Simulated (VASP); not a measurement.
CaSe (v.bh): single point with PBE

CaSe (v.bh):

```
Ca Se
1.0
     0.00000    2.97899    2.97899
     2.97899    0.00000    2.97899
     2.97899    2.97899    0.00000
Ca Se
1 1
Direct
  0.00000 0.00000 0.00000
  0.50000 0.50000 0.50000
```

| Item | Value |
| --- | --- |
| Program | VASP 6.6.1 |
| Task | single point |
| Functional | PBE |
| Potentials or basis | VASP PAW PBE potentials, release 64 (Ca_sv, Se) |
| Cutoff | 500 eV |
| k mesh | 8 × 8 × 8 |
| Occupations | gaussian, width 0.02 eV |
| Spin | no spin polarisation |
| Dipole correction | no |
| Further INCAR settings | ALGO = Normal; EDIFF = 1e-06; NBANDS = 15 |

```yaml
Pressure: 0.2 GPa
Band_gap_on_the_k_mesh: 2.07 eV, indirect (least direct gap 2.99 eV)
```

Levels at points of the mesh, in eV from the valence-band top:
```csv
k point,band 4,band 5,band 6,band 7,band 8,band 9,band 10,band 11,band 12,band 13
"(0.00, 0.00, 0.00)",-20.81,-11.72,0.00,0.00,0.00,3.23,3.71,3.71,3.71,4.26
"(0.50, 0.00, 0.00)",-20.81,-11.07,-3.20,-1.15,-1.15,4.48,5.42,5.45,5.45,7.39
"(0.50, 0.50, 0.00)",-20.84,-11.17,-2.46,-0.91,-0.91,2.07,4.96,5.00,5.93,5.97
```

Run time: 29 s on 1 thread of Intel Xeon 8259CL, on a shared host, peak memory 0.18 GiB.

A k mesh can miss the band edges. A hybrid or GW would open this gap; PBE tends to underestimate it.
